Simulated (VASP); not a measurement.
# Mo (Im-3m) in VASP: notebook, part 2 of 2

VASP 6.6.1.

**5. Single point, LDA**

This run uses another cell than the first one, of 15.06 Å³/atom, 0.948 times its volume.

Input file INCAR:

```
SYSTEM = Mo
PREC     = Accurate       ! precision mode
ENCUT    = 520            ! plane-wave cutoff, eV
EDIFF    = 1E-6           ! SCF threshold, eV
ISMEAR   = -1             ! smearing method
SIGMA    = 0.15           ! smearing width, eV
LREAL    = .False.        ! projectors in reciprocal space
LASPH    = .True.         ! aspherical terms in the spheres
NELM     = 80             ! most SCF steps
ALGO     = Fast           ! electronic algorithm
ISIF     = 2              ! what is computed and relaxed
LWAVE    = .False.        ! write WAVECAR
LCHARG   = .False.        ! write CHGCAR
NBANDS   = 13             ! bands
```

Input file KPOINTS:

```
Automatic mesh
0
Gamma
  16 16 16
  0 0 0
```

Input file POSCAR:

```
Mo
1.0
   -1.5557731767      1.5557731767      1.5557731767
    1.5557731767     -1.5557731767      1.5557731767
    1.5557731767      1.5557731767     -1.5557731767
Mo
1
Direct
    0.0000000000      0.0000000000      0.0000000000
```

Potentials or basis: VASP PAW LDA potentials, release 64 (Mo_sv).

Command:

```sh
$ cat potpaw_LDA.64/Mo_sv/POTCAR > POTCAR
$ mpirun -np 1 vasp_std > vasp.out
```

OUTCAR:

```text
SYSTEM = Mo
   PREC = Accurate
   ENCUT = 520
   EDIFF = 1E-6
   ISMEAR = -1
   LREAL = .False.
   LASPH = .True.
   NELM = 80
   ISIF = 2

 ion  position               nearest neighbor table
   1  0.000  0.000  0.000-

  LATTYP: Found a body centered cubic cell.
 ALAT       =     3.1115463534

  Lattice vectors:

 A1 = (  -1.5557731767,   1.5557731767,   1.5557731767)
 A2 = (   1.5557731767,  -1.5557731767,   1.5557731767)
 A3 = (   1.5557731767,   1.5557731767,  -1.5557731767)

Analysis of symmetry for initial positions (statically):
=====================================================================
 Subroutine PRICEL returns:
 Original cell was already a primitive cell.

 Routine SETGRP: Setting up the symmetry group for a
 body centered cubic supercell.

 Subroutine GETGRP returns: Found 48 space group operations
 (whereof 48 operations were pure point group operations)
 out of a pool of 48 trial point group operations.

The static configuration has the point symmetry O_h .

Analysis of symmetry for dynamics (positions and initial velocities):
=====================================================================
 Subroutine PRICEL returns:
 Original cell was already a primitive cell.

 Routine SETGRP: Setting up the symmetry group for a
 body centered cubic supercell.

 Subroutine GETGRP returns: Found 48 space group operations
 (whereof 48 operations were pure point group operations)
 out of a pool of 48 trial point group operations.

The dynamic configuration has the point symmetry O_h .

 Subroutine INISYM returns: Found 48 space group operations
 (whereof 48 operations are pure point group operations),
 and found     1 'primitive' translations

----------------------------------------------------------------------------------------

                                     Primitive cell

  volume of cell :      15.0626

  direct lattice vectors                    reciprocal lattice vectors
    -1.555773177  1.555773177  1.555773177     0.000000000  0.321383610  0.321383610
     1.555773177 -1.555773177  1.555773177     0.321383610  0.000000000  0.321383610
     1.555773177  1.555773177 -1.555773177     0.321383610  0.321383610  0.000000000

  length of vectors
     2.694678187  2.694678187  2.694678187     0.454505060  0.454505060  0.454505060

  position of ions in fractional coordinates (direct lattice)
     0.000000000  0.000000000  0.000000000

  ion indices of the primitive-cell ions
   primitive index   ion index
                 1           1

----------------------------------------------------------------------------------------

 KPOINTS: Automatic mesh

Automatic generation of k-mesh.
 Grid dimensions read from file:
 generate k-points for:   16   16   16

 Generating k-lattice:

  Cartesian coordinates                     Fractional coordinates (reciprocal lattice)
     0.000000000  0.020086476  0.020086476     0.062500000  0.000000000  0.000000000
     0.020086476  0.000000000  0.020086476     0.000000000  0.062500000  0.000000000
     0.020086476  0.020086476  0.000000000     0.000000000  0.000000000  0.062500000

  Length of vectors
     0.028406566  0.028406566  0.028406566

  Shift w.r.t. Gamma in fractional coordinates (k-lattice)
     0.000000000  0.000000000  0.000000000

 Subroutine IBZKPT returns following result:
 ===========================================

 Found    145 irreducible k-points:

 Following reciprocal coordinates:
            Coordinates               Weight
  0.000000  0.000000  0.000000      1.000000
  0.062500  0.000000  0.000000     12.000000
  0.125000  0.000000  0.000000     12.000000
  0.187500  0.000000  0.000000     12.000000
  0.250000  0.000000  0.000000     12.000000
  0.312500  0.000000  0.000000     12.000000
[... 16 lines left out ...]
  0.187500  0.187500  0.000000     24.000000
  0.250000  0.187500  0.000000     48.000000
 [... further k-points ...]
   k-points           NKPTS =    145   k-points in BZ     NKDIM =    145   number of bands    NBANDS=     13
   number of dos      NEDOS =    301   number of ions     NIONS =      1
   total plane-waves  NPLWV =   8000
   dimension x,y,z NGX =    20 NGY =   20 NGZ =   20
   dimension x,y,z NGXF=    40 NGYF=   40 NGZF=   40
   ions per type =               1
   NGX,Y,Z   is equivalent  to a cutoff of  12.34, 12.34, 12.34 a.u.
   NGXF,Y,Z  is equivalent  to a cutoff of  24.68, 24.68, 24.68 a.u.
 SYSTEM =  Mo
   PREC   = accura    normal or accurate (medium, high low for compatibility)
   ISTART =      0    job   : 0-new  1-cont  2-samecut
   ICHARG =      2    charge: 1-file 2-atom 10-const
   ISPIN  =      1    spin polarized calculation?
   LNONCOLLINEAR =      F non collinear calculations
   LSORBIT =      F    spin-orbit coupling
   LASPH  =      T    aspherical Exc in radial PAW
   ENCUT  =  520.0 eV  38.22 Ry    6.18 a.u.   5.01  5.01  5.01*2*pi/ulx,y,z
   NELM   =     80;   NELMIN=  2; NELMDL= -5     # of ELM steps
   EDIFF  = 0.1E-05   stopping-criterion for ELM
   LREAL  =      F    real-space projection
   EDIFFG = 0.1E-04   stopping-criterion for IOM
   NSW    =      0    number of steps for IOM
   IBRION =     -1    ionic relax: 0-MD 1-quasi-New 2-CG
   NFREE  =      0    steps in history (QN), initial steepest desc. (CG)
   ISIF   =      2    stress and relaxation
   ISYM   =      2    0-nonsym 1-usesym 2-fastsym
   POTIM  = 0.5000    time-step for ionic-motion
   TEBEG  =    0.0;   TEEND  =   0.0 temperature during run
   PSTRESS=    0.0 pullay stress
   NELECT =      14.0000    total number of electrons
   NUPDOWN=      -1.0000    fix difference up-down
   EMIN   =  10.00;   EMAX   =-10.00  energy-range for DOS
   EFERMI =   0.00;   METHOD = LEGACY
   ISMEAR =    -1;   SIGMA  =   0.15  broadening in eV -4-tet -1-fermi 0-gaus
   EFERMI_NEDOS =   21; number of points for ismear=-14 and -15
   IALGO  =     68    algorithm
   IMIX   =      4    mixing-type and parameters
     AMIX     =   0.40;   BMIX     =  1.00
     AMIX_MAG =   1.60;   BMIX_MAG =  1.00
  volume/ion in A,a.u.               =      15.06       101.65
  Fermi-wavevector in a.u.,A,eV,Ry     =   1.597661  3.019141 34.729141  2.552520
  Thomas-Fermi vector in A             =   2.695232
   LORBIT       =      0    0 simple, 1 ext, 2 COOP (PROOUT), +10 PAW based schemes
   GGA     = CA    functional components
   LHFCALC =     F    Hartree Fock is set to
   AEXX    =    0.0000 exact exchange contribution
   IVDW    =     0    specifies the selected vdW correction
   LEPSILON=     F    determine dielectric tensor
   LRPA    =     F    only Hartree local field effects (RPA)
 non-spin polarized calculation
 RMM-DIIS sequential band-by-band and
  energy-cutoff  :      520.00
  volume of cell :       15.06
 maximum number of plane-waves:       420
   NGX =  9   NGY =  9   NGZ =  9

 number of electron      13.9999996 magnetization

 Free energy of the ion-electron system (eV)
  ---------------------------------------------------
  ext. energy  EPLUGINS =         0.00000000
  ---------------------------------------------------
  free energy    TOTEN  =       -12.15678848 eV

  energy without entropy =      -12.11150005  energy(sigma->0) =      -12.13414427

 E-fermi :  13.0672     XC(G=0): -13.8107

 val. band max:       13.0552085494   @ k =  -0.1875   0.1875   0.0625
 cond. band min:      13.0884023412   @ k =  -0.1250   0.1250   0.1250
 fundamental gap:      0.0331937918
 Fermi energy:        13.0671915415

 k-point     1 :       0.0000    0.0000    0.0000
  band No.  band energies     occupation
      1     -47.8617      2.00000
      2     -21.2102      2.00000
      3     -21.2102      2.00000
      4     -21.2102      2.00000
      5       5.7314      2.00000
      6      11.6317      1.99986
      7      11.6317      1.99986
      8      11.6317      1.99986
      9      14.7734      0.00002
     10      14.7734      0.00002
     11      27.9520      0.00000
     12      27.9520      0.00000
     13      27.9520      0.00000

 k-point     2 :       0.0625    0.0000    0.0000
  band No.  band energies     occupation
      1     -47.8500      2.00000
      2     -21.2757      2.00000
      3     -21.2302      2.00000
      4     -21.2107      2.00000
      5       5.9126      2.00000
      6      11.5278      1.99993
      7      11.6147      1.99988
      8      11.8031      1.99956
      9      14.6183      0.00006
     10      14.7756      0.00002
     11      28.0921      0.00000
[... 339 lines left out ...]
 k-point    24 :       0.2500    0.1875    0.0000
  band No.  band energies     occupation
      1     -47.5838      2.00000
      2     -22.4643      2.00000
      3     -21.7300      2.00000
      4     -21.3496      2.00000
      5       8.7511      2.00000
      6      10.0099      2.00000
      7      11.2538      1.99999
      8      14.1896      0.00113
      9      15.6031      0.00000
     10      17.9805      0.00000
     11      26.6517      0.00000
     12      28.2167      0.00000
     13      31.1232      0.00000

 [... further k-points ...]
[... 5 lines left out ...]
  --------------------------------------------------------------------------------------
  -------------------------------------------------------------------------------------
  Total        0.1076949      0.1076949      0.1076949     -0.0000000      0.0000000      0.0000000
  in kB       11.4553095     11.4553095     11.4553095     -0.0000000      0.0000000      0.0000000
  external PRESSURE =      11.4553095 kB  Pullay stress =       0.0000000 kB

 VOLUME and BASIS-vectors are now :
 -----------------------------------------------------------------------------
  energy-cutoff  :      520.00
  volume of cell :       15.06
      direct lattice vectors                 reciprocal lattice vectors
    -1.555773177  1.555773177  1.555773177     0.000000000  0.321383610  0.321383610
     1.555773177 -1.555773177  1.555773177     0.321383610  0.000000000  0.321383610
     1.555773177  1.555773177 -1.555773177     0.321383610  0.321383610  0.000000000

 POSITION                                       TOTAL-FORCE (eV/Angst)
 -----------------------------------------------------------------------------------
      0.00000      0.00000      0.00000         0.000000     -0.000000      0.000000
 -----------------------------------------------------------------------------------
    total drift:                                0.000000     -0.000000      0.000000

  FREE ENERGIE OF THE ION-ELECTRON SYSTEM (eV)
  ---------------------------------------------------
  free  energy   TOTEN  =       -12.1567884831 eV

  energy  without entropy=      -12.1115000534  energy(sigma->0) =      -12.13414427
```

Run time: 34 s. Hardware: 1 thread of Intel Xeon 8259CL, shared host; peak memory 0.14 GiB.

Results:

```yaml
Free_energy: -12.1568 eV
Pressure: 1.1 GPa
Band_gap_on_the_k_mesh: zero (band 7 reaches 17.31 eV, above the bottom of band 8 at 11.63 eV)
```

Levels at points of the mesh, in eV from the Fermi level:
```tsv
k point	band 3	band 4	band 5	band 6	band 7	band 8	band 9	band 10	band 11	band 12
(0.00, 0.00, 0.00)	-34.28	-34.28	-7.34	-1.44	-1.44	-1.44	1.71	1.71	14.88	14.88
(0.50, 0.00, 0.00)	-34.78	-34.29	-5.55	-3.58	1.77	1.84	2.42	5.06	12.05	12.23
(0.50, 0.50, 0.50)	-35.37	-35.37	-5.75	-5.75	4.24	4.24	4.24	9.35	9.35	9.35
```

**6. Relaxation of cell and atoms, LDA**

This run uses another cell than the first one, of 15.07 Å³/atom, 0.949 times its volume.

Input file INCAR:

```
SYSTEM = Mo
ALGO     = Normal         ! electronic algorithm
EDIFF    = 1E-6           ! SCF threshold, eV
EDIFFG   = -0.002         ! ionic threshold
ENCUT    = 600            ! plane-wave cutoff, eV
IBRION   = 2              ! ionic algorithm
ISIF     = 3              ! what is computed and relaxed
ISMEAR   = 0              ! smearing method
LASPH    = .TRUE.         ! aspherical terms in the spheres
LCHARG   = .FALSE.        ! write CHGCAR
LREAL    = .FALSE.        ! projectors in reciprocal space
LWAVE    = .FALSE.        ! write WAVECAR
NELM     = 80             ! most SCF steps
NSW      = 100            ! ionic steps
PREC     = Accurate       ! precision mode
SIGMA    = 0.1            ! smearing width, eV
```

Input file KPOINTS:

```
k-points
0
G
  16 16 16
  0 0 0
```

Input file POSCAR:

```
Mo
1.0
   -1.5561832938      1.5561832938      1.5561832938
    1.5561832938     -1.5561832938      1.5561832938
    1.5561832938      1.5561832938     -1.5561832938
Mo
1
Direct
    0.0000000000      0.0000000000      0.0000000000
```

Potentials or basis: VASP PAW LDA potentials, release 64 (Mo_sv).

Command:

```sh
$ cat potpaw_LDA.64/Mo_sv/POTCAR > POTCAR
$ mpirun -np 1 vasp_std > vasp.out
```

Wall time 68 s (1 thread of Intel Xeon 8259CL, shared host); peak memory 0.16 GiB.

Results (log left out):

```
Free energy                            : -12.1371 eV
Relaxed volume                         : 15.11 Å³/atom
Relaxed cell                           : a = 2.698 Å, b = 2.698 Å, c = 2.698 Å, α = 109.47°, β = 109.47°, γ = 109.47°
Space group after relaxing (to 0.05 Å) : Im-3m (No. 229)
Energy gained by relaxing              : 0.1 meV/atom
Ionic steps                            : 3
Pressure after relaxing                : 0.0 GPa
Band gap on the k mesh                 : zero (band 7 reaches 17.23 eV, above the bottom of band 8 at 11.58 eV)
```

Final structure:
```xyz
1
Lattice="-1.5575 1.5575 1.5575 1.5575 -1.5575 1.5575 1.5575 1.5575 -1.5575" Properties=species:S:1:pos:R:3 pbc="T T T"
Mo    0.0000    0.0000    0.0000
```

Levels at points of the mesh, in eV from the Fermi level:
```
           k point  band 5  band 6  band 7  band 8  band 9  band 10
(0.00, 0.00, 0.00)   -7.35   -1.45   -1.45   -1.45    1.67     1.67
(0.50, 0.00, 0.00)   -5.56   -3.59    1.73    1.80    2.38     5.01
(0.50, 0.50, 0.50)   -5.75   -5.75    4.19    4.19    4.19     9.30
```

**7. Overview**

| task | cell | k mesh | cutoff (eV) | smearing | gap on the mesh (eV) | pressure (GPa) | relaxed volume (Å³/atom) |
| --- | --- | --- | --- | --- | --- | --- | --- |
| single point | a = 2.743 Å, angles 109.5°, 1 atom | 8 × 8 × 8 | 520 | gaussian 0.1 eV | none | -12.5 | - |
| relaxation of cell and atoms | relaxed from a = 2.743 Å, angles 109.5°, 1 atom | 8 × 8 × 8 | 600 | gaussian 0.1 eV | none | -0.1 | 15.15 |
| single point | a = 2.694 Å, angles 109.5°, 1 atom | 16 × 16 × 16 | 520 | gaussian 0.1 eV | none | 1.2 | - |
| single point | a = 2.695 Å, angles 109.5°, 1 atom | 16 × 16 × 16 | 520 | fermi-dirac 0.15 eV | none | 1.1 | - |
| relaxation of cell and atoms | relaxed from a = 2.695 Å, angles 109.5°, 1 atom | 16 × 16 × 16 | 600 | gaussian 0.1 eV | none | 0.0 | 15.11 |

Alike in all rows: level LDA; potentials or basis VASP PAW LDA potentials, release 64 (Mo_sv); no spin polarisation.

Total energies depend on the potentials used, so only differences within one code and one set of settings carry meaning.
